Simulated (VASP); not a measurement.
Si, 2 atoms in the cell. Symmetry: Fd-3m, No. 227, cubic system. The conventional cell has a = 5.444 Å, b = 5.444 Å, c = 5.444 Å, α = 90.00°, β = 90.00°, γ = 90.00°. Within 3.1 Å of Si (site symmetry -43m) lie 4 Si at 2.36 Å. 

| Item | Value |
| --- | --- |
| Program | VASP 6.6.1 |
| Task | single point |
| Functional | LDA |
| Potentials or basis | VASP PAW LDA potentials, release 64 (Si) |
| Cutoff | 500 eV |
| k mesh | 4 × 4 × 4 |
| Occupations | gaussian, width 0.01 eV |
| Spin | no spin polarisation |
| Dipole correction | no |
| Further INCAR settings | ALGO = Normal; EDIFF = 1e-06; NBANDS = 11 |

Potentials or basis: VASP PAW LDA potentials, release 64 (Si).

The run is started by

```console
$ cat potpaw_LDA.64/Si/POTCAR > POTCAR
$ mpirun -np 1 vasp_std > vasp.out
```

Hardware: 1 thread of Intel Xeon 8259CL, with other jobs on the host.

Problem. How long does it take, and how much memory?

Solution. Wall time 3.5 s on 1 thread of Intel Xeon 8259CL, with other jobs on the host, peak memory 0.12 GiB. Counts: scf iterations 11, k points 8.
